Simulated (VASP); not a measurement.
# TiO2 (P4_2/mnm) in VASP: notebook

The runs below take TiO2 through single point, with LDA.

Program: VASP 6.6.1. These are calculated values, not measurements. Logs are shortened: lines on timing, memory, paths and dates and some standing lists are left out, and cuts for length are marked.

## (1) The cell of the first run

Symmetry: P4_2/mnm, No. 136, tetragonal system. The conventional cell has a = 4.456 Å, b = 4.456 Å, c = 2.959 Å, α = 90.00°, β = 90.00°, γ = 90.00°. Ti (site symmetry mmm) has 6 O at 1.92 to 1.93 Å within 2.5 Å. O (site symmetry m2m) has 3 Ti at 1.92 to 1.93 Å and 1 O at 2.45 Å within 2.5 Å.

## (2) Single point, LDA (equal xx and yy strain of -3 %)

File INCAR:

```
  PREC = Accurate
  ENCUT = 520
  EDIFF = 1E-6
  ISMEAR = -1
  SIGMA = 0.05
  LREAL = F
  LASPH = T
  NELM = 60
  ALGO = Normal
  ISIF = 2
  LWAVE = F
  LCHARG = F
  GGA = CA
  NBANDS = 33
```

File KPOINTS:

```
Automatic mesh
0
Gamma
  7 7 10
```

File POSCAR:

```
TiO2
1.0
    4.4561800000      0.0000000000      0.0000000000
    0.0000000000      4.4561800000      0.0000000000
    0.0000000000      0.0000000000      2.9590000000
Ti O
2 4
Direct
    0.0000000000      0.0000000000      0.0000000000
    0.5000000000      0.5000000000      0.5000000000
    0.3060000000      0.3060000000      0.0000000000
    0.1940000000      0.8060000000      0.5000000000
    0.6940000000      0.6940000000      0.0000000000
    0.8060000000      0.1940000000      0.5000000000
```

Potentials or basis: VASP PAW LDA potentials, release 64 (Ti_sv, O).

The run is started by

```console
$ cat potpaw_LDA.64/Ti_sv/POTCAR potpaw_LDA.64/O/POTCAR > POTCAR
$ mpirun -np 1 vasp_std > vasp.out
```

OUTCAR:

```text
PREC = Accurate
   ENCUT = 520
   EDIFF = 1E-6
   ISMEAR = -1
   LREAL = F
   LASPH = T
   NELM = 60
   ISIF = 2
   GGA = CA

 ion  position               nearest neighbor table
   1  0.000  0.000  0.000-   4 1.92   6 1.92   4 1.92   6 1.92   5 1.93   3 1.93
   2  0.500  0.500  0.500-   3 1.92   5 1.92   3 1.92   5 1.92   4 1.93   6 1.93
   3  0.306  0.306  0.000-   2 1.92   2 1.92   1 1.93
   4  0.194  0.806  0.500-   1 1.92   1 1.92   2 1.93
   5  0.694  0.694  0.000-   2 1.92   2 1.92   1 1.93
   6  0.806  0.194  0.500-   1 1.92   1 1.92   2 1.93

  LATTYP: Found a simple tetragonal cell.
 ALAT       =     4.4561800000
 C/A-ratio  =     0.6640216508

  Lattice vectors:

 A1 = (   4.4561800000,   0.0000000000,   0.0000000000)
 A2 = (   0.0000000000,   4.4561800000,   0.0000000000)
 A3 = (   0.0000000000,   0.0000000000,   2.9590000000)

Analysis of symmetry for initial positions (statically):
=====================================================================
 Subroutine PRICEL returns:
 Original cell was already a primitive cell.

 Routine SETGRP: Setting up the symmetry group for a
 simple tetragonal supercell.

 Subroutine GETGRP returns: Found 16 space group operations
 (whereof  8 operations were pure point group operations)
 out of a pool of 16 trial point group operations.

The static configuration has the point symmetry D_2h.
 The point group associated with its full space group is D_4h.

Analysis of symmetry for dynamics (positions and initial velocities):
=====================================================================
 Subroutine PRICEL returns:
 Original cell was already a primitive cell.

 Routine SETGRP: Setting up the symmetry group for a
 simple tetragonal supercell.

 Subroutine GETGRP returns: Found 16 space group operations
 (whereof  8 operations were pure point group operations)
 out of a pool of 16 trial point group operations.

The dynamic configuration has the point symmetry D_2h.
 The point group associated with its full space group is D_4h.

 Subroutine INISYM returns: Found 16 space group operations
 (whereof  8 operations are pure point group operations),
 and found     1 'primitive' translations

----------------------------------------------------------------------------------------

                                     Primitive cell

  volume of cell :      58.7585

  direct lattice vectors                    reciprocal lattice vectors
     4.456180000  0.000000000  0.000000000     0.224407452  0.000000000  0.000000000
     0.000000000  4.456180000  0.000000000     0.000000000  0.224407452  0.000000000
     0.000000000  0.000000000  2.959000000     0.000000000  0.000000000  0.337952011

  length of vectors
     4.456180000  4.456180000  2.959000000     0.224407452  0.224407452  0.337952011

  position of ions in fractional coordinates (direct lattice)
     0.000000000  0.000000000  0.000000000
     0.500000000  0.500000000  0.500000000
     0.306000000  0.306000000  0.000000000
     0.194000000  0.806000000  0.500000000
     0.694000000  0.694000000  0.000000000
     0.806000000  0.194000000  0.500000000

  ion indices of the primitive-cell ions
   primitive index   ion index
                 1           1
                 2           2
                 3           3
                 4           4
                 5           5
                 6           6

----------------------------------------------------------------------------------------

 KPOINTS: Automatic mesh

Automatic generation of k-mesh.
 Grid dimensions read from file:
 generate k-points for:    7    7   10

 Generating k-lattice:

  Cartesian coordinates                     Fractional coordinates (reciprocal lattice)
     0.032058207  0.000000000  0.000000000     0.142857143  0.000000000  0.000000000
     0.000000000  0.032058207  0.000000000     0.000000000  0.142857143  0.000000000
     0.000000000  0.000000000  0.033795201     0.000000000  0.000000000  0.100000000

  Length of vectors
     0.032058207  0.032058207  0.033795201

  Shift w.r.t. Gamma in fractional coordinates (k-lattice)
     0.000000000  0.000000000  0.000000000

 Subroutine IBZKPT returns following result:
 ===========================================

 Found     60 irreducible k-points:

 Following reciprocal coordinates:
            Coordinates               Weight
  0.000000  0.000000  0.000000      1.000000
  0.142857  0.000000  0.000000      4.000000
  0.285714  0.000000  0.000000      4.000000
  0.428571  0.000000  0.000000      4.000000
  0.142857  0.142857  0.000000      4.000000
  0.285714  0.142857  0.000000      8.000000
[... 16 lines left out ...]
  0.285714  0.000000  0.200000      8.000000
  0.428571  0.000000  0.200000      8.000000
 [... further k-points ...]
   k-points           NKPTS =     60   k-points in BZ     NKDIM =     60   number of bands    NBANDS=     33
   number of dos      NEDOS =    301   number of ions     NIONS =      6
   total plane-waves  NPLWV =  31104
   dimension x,y,z NGX =    36 NGY =   36 NGZ =   24
   dimension x,y,z NGXF=    72 NGYF=   72 NGZF=   48
   ions per type =               2   4
   NGX,Y,Z   is equivalent  to a cutoff of  13.43, 13.43, 13.48 a.u.
   NGXF,Y,Z  is equivalent  to a cutoff of  26.86, 26.86, 26.97 a.u.
 SYSTEM =  unknown system
   PREC   = accura    normal or accurate (medium, high low for compatibility)
   ISTART =      0    job   : 0-new  1-cont  2-samecut
   ICHARG =      2    charge: 1-file 2-atom 10-const
   ISPIN  =      1    spin polarized calculation?
   LNONCOLLINEAR =      F non collinear calculations
   LSORBIT =      F    spin-orbit coupling
   LASPH  =      T    aspherical Exc in radial PAW
   ENCUT  =  520.0 eV  38.22 Ry    6.18 a.u.   8.29  8.29  5.50*2*pi/ulx,y,z
   NELM   =     60;   NELMIN=  2; NELMDL= -5     # of ELM steps
   EDIFF  = 0.1E-05   stopping-criterion for ELM
   LREAL  =      F    real-space projection
   EDIFFG = 0.1E-04   stopping-criterion for IOM
   NSW    =      0    number of steps for IOM
   IBRION =     -1    ionic relax: 0-MD 1-quasi-New 2-CG
   NFREE  =      0    steps in history (QN), initial steepest desc. (CG)
   ISIF   =      2    stress and relaxation
   ISYM   =      2    0-nonsym 1-usesym 2-fastsym
   POTIM  = 0.5000    time-step for ionic-motion
   TEBEG  =    0.0;   TEEND  =   0.0 temperature during run
   PSTRESS=    0.0 pullay stress
   NELECT =      48.0000    total number of electrons
   NUPDOWN=      -1.0000    fix difference up-down
   EMIN   =  10.00;   EMAX   =-10.00  energy-range for DOS
   EFERMI =   0.00;   METHOD = LEGACY
   ISMEAR =    -1;   SIGMA  =   0.05  broadening in eV -4-tet -1-fermi 0-gaus
   EFERMI_NEDOS =   21; number of points for ismear=-14 and -15
   IALGO  =     38    algorithm
   IMIX   =      4    mixing-type and parameters
     AMIX     =   0.40;   BMIX     =  1.00
     AMIX_MAG =   1.60;   BMIX_MAG =  1.00
  volume/ion in A,a.u.               =       9.79        66.09
  Fermi-wavevector in a.u.,A,eV,Ry     =   1.530377  2.891993 31.865577  2.342054
  Thomas-Fermi vector in A             =   2.637868
   LORBIT       =      0    0 simple, 1 ext, 2 COOP (PROOUT), +10 PAW based schemes
   GGA     = CA    functional components
   LHFCALC =     F    Hartree Fock is set to
   AEXX    =    0.0000 exact exchange contribution
   IVDW    =     0    specifies the selected vdW correction
   LEPSILON=     F    determine dielectric tensor
   LRPA    =     F    only Hartree local field effects (RPA)
 non-spin polarized calculation
  energy-cutoff  :      520.00
  volume of cell :       58.76
 maximum number of plane-waves:      1608
 NGX is ok and might be reduce to    36
   NGX = 17   NGY = 17   NGZ = 11

 number of electron      47.9999964 magnetization

 Free energy of the ion-electron system (eV)
  ---------------------------------------------------
  ext. energy  EPLUGINS =         0.00000000
  ---------------------------------------------------
  free energy    TOTEN  =       -58.68935832 eV

  energy without entropy =      -58.68935832  energy(sigma->0) =      -58.68935832

 E-fermi :   6.1973     XC(G=0): -12.3215

 val. band max:        5.2796252960   @ k =   0.0000   0.0000   0.0000
 cond. band min:       7.1902728003   @ k =   0.0000   0.0000   0.0000
 fundamental gap:      1.9106475043
 Fermi energy:         6.1973147729

 k-point     1 :       0.0000    0.0000    0.0000
  band No.  band energies     occupation
      1     -50.7770      2.00000
      2     -50.7499      2.00000
      3     -27.5527      2.00000
      4     -27.5527      2.00000
      5     -27.3327      2.00000
      6     -27.3327      2.00000
[... 25 lines left out ...]
     32      12.3916      0.00000
     33      12.4093      0.00000

 k-point     2 :       0.1429    0.0000    0.0000
  band No.  band energies     occupation
      1     -50.7756      2.00000
      2     -50.7512      2.00000
      3     -27.5436      2.00000
      4     -27.5424      2.00000
      5     -27.3444      2.00000
      6     -27.3431      2.00000
[... 25 lines left out ...]
     32      12.3061      0.00000
     33      12.3259      0.00000

 k-point     3 :       0.2857    0.0000    0.0000
  band No.  band energies     occupation
      1     -50.7718      2.00000
      2     -50.7550      2.00000
      3     -27.5179      2.00000
      4     -27.5142      2.00000
      5     -27.3759      2.00000
      6     -27.3720      2.00000
[... 25 lines left out ...]
     32      12.1128      0.00000
     33      12.1614      0.00000

 k-point     4 :       0.4286    0.0000    0.0000
  band No.  band energies     occupation
      1     -50.7664      2.00000
      2     -50.7604      2.00000
      3     -27.4823      2.00000
      4     -27.4779      2.00000
      5     -27.4148      2.00000
      6     -27.4103      2.00000
[... 673 lines left out ...]
     32      11.6649      0.00000
     33      11.8170      0.00000

 k-point    23 :       0.2857    0.0000    0.2000
  band No.  band energies     occupation
      1     -50.7544      2.00000
      2     -50.7407      2.00000
      3     -27.5213      2.00000
      4     -27.4886      2.00000
      5     -27.4604      2.00000
      6     -27.4424      2.00000
[... 25 lines left out ...]
     32      11.3120      0.00000
     33      11.7493      0.00000

 k-point    24 :       0.4286    0.0000    0.2000
  band No.  band energies     occupation
      1     -50.7500      2.00000
      2     -50.7451      2.00000
      3     -27.5153      2.00000
      4     -27.5010      2.00000
      5     -27.4375      2.00000
      6     -27.4215      2.00000
[... 25 lines left out ...]
     32      11.0962      0.00000
     33      12.0371      0.00000

 [... further k-points ...]

------------------------ aborting loop because EDIFF is reached ----------------------------------------

  FORCE on cell =-STRESS in cart. coord.  units (eV):
  Direction    XX          YY          ZZ          XY          YZ          ZX
  --------------------------------------------------------------------------------------
  -------------------------------------------------------------------------------------
  Total        3.7744722      3.7744722      1.0784042      0.0000000      0.0000000      0.0000000
  in kB      102.9191980    102.9191980     29.4050364      0.0000000      0.0000000      0.0000000
  external PRESSURE =      78.4144775 kB  Pullay stress =       0.0000000 kB

 VOLUME and BASIS-vectors are now :
 -----------------------------------------------------------------------------
  energy-cutoff  :      520.00
  volume of cell :       58.76
      direct lattice vectors                 reciprocal lattice vectors
     4.456180000  0.000000000  0.000000000     0.224407452  0.000000000  0.000000000
     0.000000000  4.456180000  0.000000000     0.000000000  0.224407452  0.000000000
     0.000000000  0.000000000  2.959000000     0.000000000  0.000000000  0.337952011

 POSITION                                       TOTAL-FORCE (eV/Angst)
 -----------------------------------------------------------------------------------
      0.00000      0.00000      0.00000         0.000000      0.000000      0.000000
      2.22809      2.22809      1.47950         0.000000      0.000000      0.000000
      1.36359      1.36359      0.00000        -0.273731     -0.273731      0.000000
      0.86450      3.59168      1.47950         0.273731     -0.273731      0.000000
      3.09259      3.09259      0.00000         0.273731      0.273731      0.000000
      3.59168      0.86450      1.47950        -0.273731      0.273731      0.000000
 -----------------------------------------------------------------------------------
    total drift:                               -0.000000      0.000000      0.000000

  FREE ENERGIE OF THE ION-ELECTRON SYSTEM (eV)
  ---------------------------------------------------
  free  energy   TOTEN  =       -58.6893583245 eV

  energy  without entropy=      -58.6893583242  energy(sigma->0) =      -58.68935832
```

Wall time 68 s (1 thread of AMD EPYC 9R45 (Zen 5), shared host); peak memory 0.18 GiB.

Results:

| Property | Result |
| --- | --- |
| Free energy | -58.6894 eV |
| Pressure | 7.8 GPa |
| Largest force | 0.387 eV/Å |
| Band gap on the k mesh | 1.91 eV |

Forces on the atoms (eV/Å):
```
Ti   0.000  0.000  0.000
Ti   0.000  0.000  0.000
O   -0.274 -0.274  0.000
O    0.274 -0.274  0.000
O    0.274  0.274  0.000
O   -0.274  0.274  0.000
```

Caveat: the cell differs from its parent crystal (equal xx and yy strain of -3 %); the cell stands under pressure; an odd mesh through Γ misses points on the zone boundary, where band edges can lie.

[end of part 1 of 3]
